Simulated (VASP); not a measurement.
# NaH (Fm-3m) in VASP: a series of runs

The runs below take NaH through relaxation of cell and atoms, single point, with r2SCAN, HSE06, PBE0, HF, r2SCANh.

Program: VASP 6.6.1. These are calculated values, not measurements. Logs are shortened: lines on timing, memory, paths and dates and some standing lists are left out, and cuts for length are marked.

### Step 1. The cell of the first run

It takes space group Fm-3m (No. 225, cubic). Conventional cell: a = 4.831 Å, b = 4.831 Å, c = 4.831 Å, α = 90.00°, β = 90.00°, γ = 90.00°. Within 3.2 Å of Na (site symmetry m-3m) lie 6 H at 2.42 Å. Within 3.2 Å of H (site symmetry m-3m) lie 6 Na at 2.42 Å.

### Step 2. Relaxation of cell and atoms, r2SCAN

POSCAR

```
NaH
1.0
    0.0000000000      2.4154536900      2.4154536900
    2.4154536900      0.0000000000      2.4154536900
    2.4154536900      2.4154536900      0.0000000000
Na H
1 1
Direct
    0.0000000000      0.0000000000      0.0000000000
    0.5000000000      0.5000000000      0.5000000000
```

INCAR.step1

```
ALGO = Normal ; EDIFF = 1E-4
ENCUT = 600 ; GGA = PE
ISMEAR = -1 ; LASPH = True
LCHARG = False ; LREAL = False
LWAVE = True ; NELM = 80
PREC = Accurate ; SIGMA = 0.02
```

INCAR.step2

```
ALGO = Normal ; EDIFF = 1E-6
EDIFFG = -0.005 ; ENCUT = 600
IBRION = 2 ; ISIF = 3
ISMEAR = -1 ; ISTART = 1
LASPH = True ; LCHARG = False
LMIXTAU = True ; LREAL = False
LWAVE = False ; METAGGA = R2SCAN
NELM = 80 ; NSW = 80
PREC = Accurate ; SIGMA = 0.02
```

KPOINTS

```
k-points
0
Gamma
  8 8 8
```

Potentials or basis: VASP PAW PBE potentials, release 64 (Na_pv, H).

The run is started by

```console
cat potpaw_PBE.64/Na_pv/POTCAR potpaw_PBE.64/H/POTCAR > POTCAR
cp INCAR.step1 INCAR
mpirun -np 1 vasp_std > vasp.out
cp INCAR.step2 INCAR
mpirun -np 1 vasp_std > vasp.out
```

OUTCAR:

```text
EDIFF = 1E-6
   EDIFFG = -0.005
   ENCUT = 600
   IBRION = 2
   ISIF = 3
   ISMEAR = -1
   ISTART = 1
   LASPH = True
   LREAL = False
   METAGGA = R2SCAN
   NELM = 80
   NSW = 80
   PREC = Accurate

 ion  position               nearest neighbor table
   1  0.000  0.000  0.000-
   2  0.500  0.500  0.500-

  LATTYP: Found a face centered cubic cell.
 ALAT       =     4.8309073800

  Lattice vectors:

 A1 = (   0.0000000000,   2.4154536900,   2.4154536900)
 A2 = (   2.4154536900,   0.0000000000,   2.4154536900)
 A3 = (   2.4154536900,   2.4154536900,   0.0000000000)

Analysis of symmetry for initial positions (statically):
=====================================================================
 Subroutine PRICEL returns:
 Original cell was already a primitive cell.

 Routine SETGRP: Setting up the symmetry group for a
 face centered cubic supercell.

 Subroutine GETGRP returns: Found 48 space group operations
 (whereof 48 operations were pure point group operations)
 out of a pool of 48 trial point group operations.

The static configuration has the point symmetry O_h .

Analysis of symmetry for dynamics (positions and initial velocities):
=====================================================================
 Subroutine PRICEL returns:
 Original cell was already a primitive cell.

 Routine SETGRP: Setting up the symmetry group for a
 face centered cubic supercell.

 Subroutine GETGRP returns: Found 48 space group operations
 (whereof 48 operations were pure point group operations)
 out of a pool of 48 trial point group operations.

The dynamic configuration has the point symmetry O_h .

 Subroutine INISYM returns: Found 48 space group operations
 (whereof 48 operations are pure point group operations),
 and found     1 'primitive' translations

----------------------------------------------------------------------------------------

                                     Primitive cell

  volume of cell :      28.1855

  direct lattice vectors                    reciprocal lattice vectors
     0.000000000  2.415453690  2.415453690    -0.207000450  0.207000450  0.207000450
     2.415453690  0.000000000  2.415453690     0.207000450 -0.207000450  0.207000450
     2.415453690  2.415453690  0.000000000     0.207000450  0.207000450 -0.207000450

  length of vectors
[... 94 lines left out ...]
   NUPDOWN=      -1.0000    fix difference up-down
   EMIN   =  10.00;   EMAX   =-10.00  energy-range for DOS
   EFERMI =   0.00;   METHOD = LEGACY
   ISMEAR =    -1;   SIGMA  =   0.02  broadening in eV -4-tet -1-fermi 0-gaus
   EFERMI_NEDOS =   21; number of points for ismear=-14 and -15
   IALGO  =     38    algorithm
   IMIX   =      4    mixing-type and parameters
     AMIX     =   0.40;   BMIX     =  1.00
     AMIX_MAG =   1.60;   BMIX_MAG =  1.00
  volume/ion in A,a.u.               =      14.09        95.10
  Fermi-wavevector in a.u.,A,eV,Ry     =   1.075877  2.033113 15.748909  1.157512
  Thomas-Fermi vector in A             =   2.211746
   LORBIT       =      0    0 simple, 1 ext, 2 COOP (PROOUT), +10 PAW based schemes
   METAGGA = R2SCAN    functional components
   LHFCALC =     F    Hartree Fock is set to
   AEXX    =    0.0000 exact exchange contribution
   IVDW    =     0    specifies the selected vdW correction
   LEPSILON=     F    determine dielectric tensor
   LRPA    =     F    only Hartree local field effects (RPA)
 conjugate gradient relaxation of ions
 non-spin polarized calculation
  energy-cutoff  :      600.00
  volume of cell :       28.19
 maximum number of plane-waves:       960
   NGX = 13   NGY = 13   NGZ = 13

--------------------------------------- Ionic step        1  -------------------------------------------

 number of electron       7.9999998 magnetization

 Free energy of the ion-electron system (eV)
  ---------------------------------------------------
  ext. energy  EPLUGINS =         0.00000000
  ---------------------------------------------------
  free energy    TOTEN  =        -7.60141348 eV

  energy without entropy =       -7.60141348  energy(sigma->0) =       -7.60141348

------------------------ aborting loop because EDIFF is reached ----------------------------------------

  FORCE on cell =-STRESS in cart. coord.  units (eV):
  Direction    XX          YY          ZZ          XY          YZ          ZX
  --------------------------------------------------------------------------------------
  -------------------------------------------------------------------------------------
  Total       -0.1242343     -0.1242343     -0.1242343     -0.0000000     -0.0000000     -0.0000000
  in kB       -7.0619729     -7.0619729     -7.0619729     -0.0000000     -0.0000000     -0.0000000
  external PRESSURE =      -7.0619729 kB  Pullay stress =       0.0000000 kB
[... 59 lines left out ...]
--------------------------------------- Ionic step        3  -------------------------------------------

 number of electron       7.9999992 magnetization

 Free energy of the ion-electron system (eV)
  ---------------------------------------------------
  ext. energy  EPLUGINS =         0.00000000
  ---------------------------------------------------
  free energy    TOTEN  =        -7.60416188 eV

  energy without entropy =       -7.60416188  energy(sigma->0) =       -7.60416188

 E-fermi :  -0.9078     XC(G=0):  -8.2646

 val. band max:       -1.3480105394   @ k =  -0.2500   0.5000   0.2500
 cond. band min:       3.0832845739   @ k =   0.5000   0.0000   0.0000
 fundamental gap:      4.4312951133
 Fermi energy:        -0.9078017331

 k-point     1 :       0.0000    0.0000    0.0000
  band No.  band energies     occupation
      1     -24.1854      2.00000
      2     -24.1851      2.00000
      3     -24.1851      2.00000
      4      -4.9937      2.00000
      5      10.4091      0.00000
      6      15.2644      0.00000
      7      15.2644      0.00000
      8      15.2644      0.00000
[... 243 lines left out ...]
 k-point    24 :      -0.3750    0.2500    0.1250
  band No.  band energies     occupation
      1     -24.2694      2.00000
      2     -24.2214      2.00000
      3     -24.2047      2.00000
      4      -1.8228      2.00000
      5       3.8920      0.00000
      6       7.2419      0.00000
      7      10.6794      0.00000
      8      14.9584      0.00000

 [... further k-points ...]

------------------------ aborting loop because EDIFF is reached ----------------------------------------

  FORCE on cell =-STRESS in cart. coord.  units (eV):
  Direction    XX          YY          ZZ          XY          YZ          ZX
  --------------------------------------------------------------------------------------
  -------------------------------------------------------------------------------------
  Total       -0.0052477     -0.0052477     -0.0052477      0.0000000      0.0000000     -0.0000000
  in kB       -0.3084093     -0.3084093     -0.3084093      0.0000000      0.0000000     -0.0000000
  external PRESSURE =      -0.3084093 kB  Pullay stress =       0.0000000 kB
[... 17 lines left out ...]
  FREE ENERGIE OF THE ION-ELECTRON SYSTEM (eV)
  ---------------------------------------------------
  free  energy   TOTEN  =        -7.6041618812 eV

  energy  without entropy=       -7.6041618812  energy(sigma->0) =       -7.60416188

 reached required accuracy - stopping structural energy minimisation
```

OUTCAR.step1:

```text
EDIFF = 1E-4
   ENCUT = 600
   GGA = PE
   ISMEAR = -1
   LASPH = True
[... 484 lines left out ...]
      0.00000      0.00000      0.00000        -0.000000      0.000000     -0.000000
      2.41545      2.41545      2.41545         0.000000     -0.000000      0.000000
 -----------------------------------------------------------------------------------
    total drift:                               -0.000000      0.000000      0.000000

  FREE ENERGIE OF THE ION-ELECTRON SYSTEM (eV)
  ---------------------------------------------------
  free  energy   TOTEN  =        -5.0879435239 eV

  energy  without entropy=       -5.0879435239  energy(sigma->0) =       -5.08794352
```

It took 57 s on 1 thread of Oxide Virtual Turin-like, shared host; peak memory 0.12 GiB.

What came out:

* Free energy: -7.6042 eV
* Relaxed volume: 13.63 Å³/atom
* Relaxed cell: a = 3.378 Å, b = 3.378 Å, c = 3.378 Å, α = 60.00°, β = 60.00°, γ = 60.00°
* Space group after relaxing (to 0.1 Å): Fm-3m (No. 225)
* Energy gained by relaxing: 1.4 meV/atom
* Ionic steps: 3
* Pressure after relaxing: 0.0 GPa
* Band gap on the k mesh: 4.43 eV (least direct gap 5.28 eV)

Step by step:
```tsv
step	energy change (eV)	largest force (eV/Å)	pressure (GPa)	volume (Å³)
1	0.0000	0.0000	-0.71	28.19
2	-0.0011	0.0000	-0.52	27.93
3	-0.0027	0.0000	-0.03	27.26
```

Final structure:
```xyz
2
Lattice="0.0000 2.3888 2.3888 2.3888 0.0000 2.3888 2.3888 2.3888 0.0000" Properties=species:S:1:pos:R:3 pbc="T T T"
Na    0.0000    0.0000    0.0000
H     2.3888    2.3888    2.3888
```

Caveat: the PAW data sets were made with another functional, which shifts forces and pressure a little.

### Step 3. Single point, HSE06

This run uses another cell than the first one, of 13.78 Å³/atom.

POSCAR

```
NaH
1.0
    0.0000000000      2.3975126521      2.3975126521
    2.3975126521      0.0000000000      2.3975126521
    2.3975126521      2.3975126521      0.0000000000
Na H
1 1
Direct
    0.0000000000      0.0000000000      0.0000000000
    0.5000000000      0.5000000000      0.5000000000
```

INCAR.step1

```
SYSTEM = NaH
PREC = Accurate
ENCUT = 520
EDIFF = 1E-5
ISMEAR = 0
SIGMA = 0.01
LREAL = .FALSE.
LASPH = .TRUE.
NELM = 60
ALGO = Normal
ISIF = 2
LWAVE = .TRUE.
LCHARG = .FALSE.
NBANDS = 11
GGA = PE
```

INCAR.step2

```
SYSTEM = NaH
PREC = Accurate
ENCUT = 520
EDIFF = 1E-7
ISMEAR = 0
SIGMA = 0.01
LREAL = .FALSE.
LASPH = .TRUE.
NELM = 60
ALGO = Normal
ISIF = 2
LWAVE = .FALSE.
LCHARG = .FALSE.
GGA = PE
LHFCALC = .TRUE.
HFSCREEN = 0.2079
PRECFOCK = Normal
NBANDS = 11
ISTART = 1
```

KPOINTS

```
Automatic mesh
0
G
  6 6 6
  0 0 0
```

Potentials or basis: VASP PAW PBE potentials, release 64 (Na_pv, H).

The run is started by

```console
cat potpaw_PBE.64/Na_pv/POTCAR potpaw_PBE.64/H/POTCAR > POTCAR
cp INCAR.step1 INCAR
mpirun -np 1 vasp_std > vasp.out
cp INCAR.step2 INCAR
mpirun -np 1 vasp_std > vasp.out
```

Run time: 7.5 min. Hardware: 1 thread of Oxide Virtual Turin-like, shared host; peak memory 0.22 GiB.

Results (log left out):

```yaml
Free_energy: -5.7628 eV
Pressure: 0.2 GPa
Band_gap_on_the_k_mesh: 4.89 eV (least direct gap 5.81 eV)
```

Levels at points of the mesh, in eV from the valence-band top:
```csv
k point,band 2,band 3,band 4,band 5,band 6,band 7
"(0.00, 0.00, 0.00)",-24.30,-24.30,-3.98,12.24,17.23,17.23
"(0.50, 0.00, 0.00)",-24.31,-24.31,-0.92,4.89,12.37,14.99
"(0.50, 0.50, 0.00)",-24.34,-24.34,-0.14,5.76,11.40,12.18
```

Caveat: the PAW data sets were made with another functional, which shifts forces and pressure a little. A k mesh can miss the band edges.

### Step 4. Single point, PBE0

This run uses another cell than the first one, of 13.78 Å³/atom.

POSCAR is that of step 3.

INCAR.step1

```
PREC = Accurate
ENCUT = 520
EDIFF = 1E-5
ISMEAR = 0
SIGMA = 0.01
LREAL = F
LASPH = T
NELM = 80
ALGO = Normal
ISIF = 2
LWAVE = T
LCHARG = F
GGA = PE
NBANDS = 11
```

INCAR.step2

```
PREC = Accurate
ENCUT = 520
EDIFF = 1E-6
ISMEAR = 0
SIGMA = 0.01
LREAL = F
LASPH = T
NELM = 80
ALGO = Normal
ISIF = 2
LWAVE = F
LCHARG = F
GGA = PE
LHFCALC = T
AEXX = 0.25
PRECFOCK = Normal
ISTART = 1
NBANDS = 11
```

KPOINTS

```
Automatic mesh
0
Gamma
  6 6 6
```

The run is started by

```console
cat potpaw_PBE.64/Na_pv/POTCAR potpaw_PBE.64/H/POTCAR > POTCAR
cp INCAR.step1 INCAR
mpirun -np 1 vasp_std > vasp.out
cp INCAR.step2 INCAR
mpirun -np 1 vasp_std > vasp.out
```

It took 3.4 min on 1 thread of Oxide Virtual Turin-like, shared host; peak memory 0.12 GiB.

The run converged. Its results:

```yaml
Free_energy: -6.1182 eV
Pressure: 0.2 GPa
Band_gap_on_the_k_mesh: 5.63 eV (least direct gap 6.56 eV)
```

Levels at points of the mesh, in eV from the valence-band top:
```
           k point  band 1  band 2  band 3  band 4  band 5  band 6  band 7  band 8
(0.00, 0.00, 0.00)  -24.33  -24.33  -24.33   -4.03   13.01   17.99   17.99   17.99
(0.50, 0.00, 0.00)  -24.42  -24.34  -24.34   -0.93    5.63   13.12   15.77   15.77
(0.50, 0.50, 0.00)  -24.41  -24.36  -24.36   -0.14    6.49   12.13   12.96   12.96
```

Caveat: the PAW data sets were made with another functional, which shifts forces and pressure a little.

(Continued in part 2 of 2.)
